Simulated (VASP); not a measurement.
# GaN (P6_3mc) in VASP: single point with PBEsol

Aim: the single point of GaN with PBEsol.

All numbers are computed with VASP 6.6.1; they aren't measurements. Logs are shortened: lines on timing, memory, paths and dates and some standing lists are left out, and cuts for length are marked.

**1. The cell of the first run**

It takes space group P6_3mc (No. 186, hexagonal). Conventional cell: a = 3.180 Å, b = 3.180 Å, c = 5.166 Å, α = 90.00°, β = 90.00°, γ = 120.00°. Ga (site symmetry 3m) has 4 N at 1.94 to 1.95 Å within 2.6 Å. Within 2.6 Å of N (site symmetry 3m) lie 4 Ga at 1.94 to 1.95 Å.

**2. Single point, PBEsol**

Input file POSCAR:

```
GaN
1.0
    3.1800000000      0.0000000000      0.0000000000
   -1.5900000000      2.7539610000      0.0000000000
    0.0000000000      0.0000000000      5.1660000000
Ga N
2 2
Direct
    0.3333333333      0.6666666667      0.0000000000
    0.6666666667      0.3333333333      0.5000000000
    0.3333333333      0.6666666667      0.3750000000
    0.6666666667      0.3333333333      0.8750000000
```

Input file INCAR.step1:

```
ALGO = Normal
EDIFF = 1E-6
ENCUT = 520
GGA = PS
GGA_COMPAT = F
ISIF = 2
ISMEAR = 0
LASPH = T
LCHARG = T
LORBIT = 11
LREAL = F
LWAVE = F
NBANDS = 26
NEDOS = 2001
NELM = 120
PREC = Accurate
SIGMA = 0.01
```

Input file KPOINTS.step1:

```
k-points
0
Gamma
  7 7 4
```

Input file INCAR.step2:

```
ALGO = Normal
EDIFF = 1E-6
ENCUT = 520
GGA = PS
GGA_COMPAT = F
ICHARG = 11
ISIF = 2
ISMEAR = -5
LASPH = T
LCHARG = F
LORBIT = 11
LREAL = F
LWAVE = F
NBANDS = 26
NEDOS = 1001
NELM = 120
PREC = Accurate
SIGMA = 0.01
```

Input file KPOINTS.step2:

```
k-points
0
Gamma
  11 11 6
```

Potentials or basis: VASP PAW PBE potentials, release 64 (Ga_d, N).

Launch:

```bash
> cat potpaw_PBE.64/Ga_d/POTCAR potpaw_PBE.64/N/POTCAR > POTCAR
> cp INCAR.step1 INCAR
> cp KPOINTS.step1 KPOINTS
> mpirun -np 1 vasp_std > vasp.out
> cp INCAR.step2 INCAR
> cp KPOINTS.step2 KPOINTS
> mpirun -np 1 vasp_std > vasp.out
```

OUTCAR:

```text
EDIFF = 1E-6
   ENCUT = 520
   GGA = PS
   ICHARG = 11
   ISIF = 2
   ISMEAR = -5
   LASPH = T
   LORBIT = 11
   LREAL = F
   NELM = 120
   PREC = Accurate

 ion  position               nearest neighbor table
   1  0.333  0.667  0.000-   3 1.94   4 1.95   4 1.95   4 1.95
   2  0.667  0.333  0.500-   4 1.94   3 1.95   3 1.95   3 1.95
   3  0.333  0.667  0.375-   1 1.94   2 1.95   2 1.95   2 1.95
   4  0.667  0.333  0.875-   2 1.94   1 1.95   1 1.95   1 1.95

  LATTYP: Found a hexagonal cell.
 ALAT       =     3.1800000000
 C/A-ratio  =     1.6245283019

  Lattice vectors:

 A1 = (   3.1800000000,   0.0000000000,   0.0000000000)
 A2 = (  -1.5900000000,   2.7539610000,   0.0000000000)
 A3 = (   0.0000000000,   0.0000000000,   5.1660000000)

Analysis of symmetry for initial positions (statically):
=====================================================================
 Subroutine PRICEL returns:
 Original cell was already a primitive cell.

 Routine SETGRP: Setting up the symmetry group for a
 hexagonal supercell.

 Subroutine GETGRP returns: Found 12 space group operations
 (whereof  6 operations were pure point group operations)
 out of a pool of 24 trial point group operations.

The static configuration has the point symmetry C_3v.
 The point group associated with its full space group is C_6v.

Analysis of symmetry for dynamics (positions and initial velocities):
=====================================================================
 Subroutine PRICEL returns:
 Original cell was already a primitive cell.

 Routine SETGRP: Setting up the symmetry group for a
 hexagonal supercell.

 Subroutine GETGRP returns: Found 12 space group operations
 (whereof  6 operations were pure point group operations)
 out of a pool of 24 trial point group operations.

The dynamic configuration has the point symmetry C_3v.
 The point group associated with its full space group is C_6v.

 Subroutine INISYM returns: Found 12 space group operations
 (whereof  6 operations are pure point group operations),
 and found     1 'primitive' translations

----------------------------------------------------------------------------------------

                                     Primitive cell

  volume of cell :      45.2417

  direct lattice vectors                    reciprocal lattice vectors
     3.180000000  0.000000000  0.000000000     0.314465409  0.181556674  0.000000000
    -1.590000000  2.753961000  0.000000000     0.000000000  0.363113348  0.000000000
     0.000000000  0.000000000  5.166000000     0.000000000  0.000000000  0.193573364

  length of vectors
     3.180000000  3.180000187  5.166000000     0.363113370  0.363113348  0.193573364

  position of ions in fractional coordinates (direct lattice)
     0.333333333  0.666666667  0.000000000
     0.666666667  0.333333333  0.500000000
     0.333333333  0.666666667  0.375000000
     0.666666667  0.333333333  0.875000000

  ion indices of the primitive-cell ions
   primitive index   ion index
                 1           1
                 2           2
                 3           3
                 4           4

----------------------------------------------------------------------------------------

 KPOINTS: k-points

Automatic generation of k-mesh.
 Grid dimensions read from file:
 generate k-points for:   11   11    6

 Generating k-lattice:

  Cartesian coordinates                     Fractional coordinates (reciprocal lattice)
     0.028587764  0.016505152  0.000000000     0.090909091  0.000000000  0.000000000
     0.000000000  0.033010304  0.000000000     0.000000000  0.090909091  0.000000000
     0.000000000  0.000000000  0.032262227     0.000000000  0.000000000  0.166666667

  Length of vectors
     0.033010306  0.033010304  0.032262227

  Shift w.r.t. Gamma in fractional coordinates (k-lattice)
     0.000000000  0.000000000  0.000000000

 TETIRR: Found    759 inequivalent tetrahedra from     4356

 Subroutine IBZKPT returns following result:
 ===========================================

 Found     64 irreducible k-points:

 Following reciprocal coordinates:
            Coordinates               Weight
  0.000000  0.000000  0.000000      1.000000
  0.090909 -0.000000  0.000000      6.000000
  0.181818  0.000000  0.000000      6.000000
  0.272727 -0.000000  0.000000      6.000000
  0.363636 -0.000000  0.000000      6.000000
  0.454545  0.000000  0.000000      6.000000
[... 16 lines left out ...]
  0.090909  0.090909  0.166667     12.000000
  0.181818  0.090909  0.166667     24.000000
 [... further k-points ...]
   k-points           NKPTS =     64   k-points in BZ     NKDIM =     64   number of bands    NBANDS=     26
   number of dos      NEDOS =   1001   number of ions     NIONS =      4
   total plane-waves  NPLWV =  23040
   dimension x,y,z NGX =    24 NGY =   24 NGZ =   40
   dimension x,y,z NGXF=    48 NGYF=   48 NGZF=   80
   ions per type =               2   2
   NGX,Y,Z   is equivalent  to a cutoff of  12.55, 12.55, 12.87 a.u.
   NGXF,Y,Z  is equivalent  to a cutoff of  25.09, 25.09, 25.74 a.u.
 SYSTEM =  unknown system
   PREC   = accura    normal or accurate (medium, high low for compatibility)
   ISTART =      0    job   : 0-new  1-cont  2-samecut
   ICHARG =     11    charge: 1-file 2-atom 10-const
   ISPIN  =      1    spin polarized calculation?
   LNONCOLLINEAR =      F non collinear calculations
   LSORBIT =      F    spin-orbit coupling
   LASPH  =      T    aspherical Exc in radial PAW
   ENCUT  =  520.0 eV  38.22 Ry    6.18 a.u.   5.91  5.91  9.61*2*pi/ulx,y,z
   NELM   =    120;   NELMIN=  2; NELMDL=  0     # of ELM steps
   EDIFF  = 0.1E-05   stopping-criterion for ELM
   LREAL  =      F    real-space projection
   EDIFFG = 0.1E-04   stopping-criterion for IOM
   NSW    =      0    number of steps for IOM
   IBRION =     -1    ionic relax: 0-MD 1-quasi-New 2-CG
   NFREE  =      0    steps in history (QN), initial steepest desc. (CG)
   ISIF   =      2    stress and relaxation
   ISYM   =      2    0-nonsym 1-usesym 2-fastsym
   POTIM  = 0.5000    time-step for ionic-motion
   TEBEG  =    0.0;   TEEND  =   0.0 temperature during run
   PSTRESS=    0.0 pullay stress
   NELECT =      36.0000    total number of electrons
   NUPDOWN=      -1.0000    fix difference up-down
   EMIN   =  10.00;   EMAX   =-10.00  energy-range for DOS
   EFERMI =   0.00;   METHOD = LEGACY
   ISMEAR =    -5;   SIGMA  =   0.01  broadening in eV -4-tet -1-fermi 0-gaus
   EFERMI_NEDOS =   21; number of points for ismear=-14 and -15
   IALGO  =     38    algorithm
   IMIX   =      4    mixing-type and parameters
     AMIX     =   0.40;   BMIX     =  1.00
     AMIX_MAG =   1.60;   BMIX_MAG =  1.00
  volume/ion in A,a.u.               =      11.31        76.33
  Fermi-wavevector in a.u.,A,eV,Ry     =   1.517036  2.866782 31.312425  2.301398
  Thomas-Fermi vector in A             =   2.626345
   LORBIT       =     11    0 simple, 1 ext, 2 COOP (PROOUT), +10 PAW based schemes
   GGA     = PS    functional components
   LHFCALC =     F    Hartree Fock is set to
   AEXX    =    0.0000 exact exchange contribution
   IVDW    =     0    specifies the selected vdW correction
   LEPSILON=     F    determine dielectric tensor
   LRPA    =     F    only Hartree local field effects (RPA)
 non-spin polarized calculation
 Fermi weights with tetrahedron method with Bloechl corrections
  energy-cutoff  :      520.00
  volume of cell :       45.24
 maximum number of plane-waves:      1236
 NGX is ok and might be reduce to    24

 number of electron      36.0000002 magnetization

 Free energy of the ion-electron system (eV)
  ---------------------------------------------------
  ext. energy  EPLUGINS =         0.00000000
  ---------------------------------------------------
  free energy    TOTEN  =       -26.27552547 eV

  energy without entropy =      -26.27552547  energy(sigma->0) =      -26.27552547

 E-fermi :   5.3006     XC(G=0): -11.9572

 val. band max:        5.2989654382   @ k =   0.0000   0.0000   0.0000
 cond. band min:       7.2273477602   @ k =   0.0000   0.0000   0.0000
 fundamental gap:      1.9283823220
 Fermi energy:         5.3005746965

 k-point     1 :       0.0000    0.0000    0.0000
  band No.  band energies     occupation
      1     -10.7691      2.00000
      2      -9.7754      2.00000
      3      -8.1198      2.00000
      4      -8.0975      2.00000
      5      -8.0975      2.00000
      6      -8.0316      2.00000
[... 18 lines left out ...]
     25      16.9856      0.00000
     26      16.9857      0.00000

 k-point     2 :       0.0909   -0.0000    0.0000
  band No.  band energies     occupation
      1     -10.6847      2.00000
      2      -9.7536      2.00000
      3      -8.1097      2.00000
      4      -8.0854      2.00000
      5      -8.0744      2.00000
      6      -8.0225      2.00000
[... 18 lines left out ...]
     25      16.5935      0.00000
     26      17.1680      0.00000

 k-point     3 :       0.1818    0.0000    0.0000
  band No.  band energies     occupation
      1     -10.4582      2.00000
      2      -9.7019      2.00000
      3      -8.0801      2.00000
      4      -8.0572      2.00000
      5      -8.0126      2.00000
      6      -7.9700      2.00000
[... 18 lines left out ...]
     25      16.7274      0.00000
     26      17.6994      0.00000

 k-point     4 :       0.2727   -0.0000    0.0000
  band No.  band energies     occupation
      1     -10.1706      2.00000
      2      -9.6491      2.00000
      3      -8.0537      2.00000
      4      -8.0327      2.00000
      5      -7.9653      2.00000
      6      -7.9116      2.00000
[... 18 lines left out ...]
     25      16.6568      0.00000
     26      18.1467      0.00000
[... 496 lines left out ...]
      1      -9.7842      2.00000
      2      -9.6023      2.00000
      3      -8.0552      2.00000
      4      -8.0089      2.00000
      5      -7.9352      2.00000
      6      -7.9027      2.00000
[... 18 lines left out ...]
     25      16.7447      0.00000
     26      18.7499      0.00000

 k-point    23 :       0.0909    0.0909    0.1667
  band No.  band energies     occupation
      1     -10.4534      2.00000
      2      -9.7422      2.00000
      3      -8.0828      2.00000
      4      -8.0633      2.00000
      5      -8.0215      2.00000
      6      -8.0132      2.00000
[... 18 lines left out ...]
     25      16.1347      0.00000
     26      17.2382      0.00000

 k-point    24 :       0.1818    0.0909    0.1667
  band No.  band energies     occupation
      1     -10.2088      2.00000
      2      -9.6815      2.00000
      3      -8.0547      2.00000
      4      -8.0401      2.00000
      5      -7.9874      2.00000
      6      -7.9610      2.00000
[... 18 lines left out ...]
     25      16.3019      0.00000
     26      17.7561      0.00000

 [... further k-points ...]
[... 5 lines left out ...]
  --------------------------------------------------------------------------------------
  -------------------------------------------------------------------------------------
  Total        0.0030626      0.0030626      0.6011429      0.0000000      0.0000000     -0.0000000
  in kB        0.1084597      0.1084597     21.2886936      0.0000000      0.0000000     -0.0000000
  external PRESSURE =       7.1685377 kB  Pullay stress =       0.0000000 kB

 VOLUME and BASIS-vectors are now :
 -----------------------------------------------------------------------------
  energy-cutoff  :      520.00
  volume of cell :       45.24
      direct lattice vectors                 reciprocal lattice vectors
     3.180000000  0.000000000  0.000000000     0.314465409  0.181556674  0.000000000
    -1.590000000  2.753961000  0.000000000     0.000000000  0.363113348  0.000000000
     0.000000000  0.000000000  5.166000000     0.000000000  0.000000000  0.193573364

 POSITION                                       TOTAL-FORCE (eV/Angst)
 -----------------------------------------------------------------------------------
     -0.00000      1.83597      0.00000         0.000000     -0.000000     -0.130631
      1.59000      0.91799      2.58300        -0.000000      0.000000     -0.130631
     -0.00000      1.83597      1.93725        -0.000000      0.000000      0.130631
      1.59000      0.91799      4.52025        -0.000000     -0.000000      0.130631
 -----------------------------------------------------------------------------------
    total drift:                               -0.000001     -0.000001      0.000609

  FREE ENERGIE OF THE ION-ELECTRON SYSTEM (eV)
  ---------------------------------------------------
  free  energy   TOTEN  =       -26.2755254719 eV

  energy  without entropy=      -26.2755254719  energy(sigma->0) =      -26.27552547

 total charge

# of ion       s       p       d       tot
------------------------------------------
    1        0.791   0.916  10.187  11.894
    2        0.791   0.916  10.187  11.894
    3        1.217   2.515   0.000   3.732
    4        1.217   2.515   0.000   3.732
--------------------------------------------------
tot          4.016   6.862  20.374  31.251
```

Run time: 27 s. Hardware: 1 thread of Intel Xeon 6975P-C (Granite Rapids), shared host; peak memory 0.19 GiB.

What came out:

- Valence electrons inside the program's atomic spheres: Ga 11.89; N 3.73

Levels at points of the mesh, in eV from the valence-band top:
| k point | band 15 | band 16 | band 17 | band 18 | band 19 | band 20 | band 21 | band 22 |
| --- | --- | --- | --- | --- | --- | --- | --- | --- |
| (0.00, 0.00, 0.00) | -1.08 | -0.06 | 0.00 | 0.00 | 1.93 | 4.23 | 9.16 | 9.82 |
| (0.00, 0.00, 0.50) | -0.55 | -0.55 | -0.55 | -0.55 | 4.24 | 4.24 | 8.44 | 8.44 |

Caveat: the PAW data sets were made with another functional, which shifts forces and pressure a little.
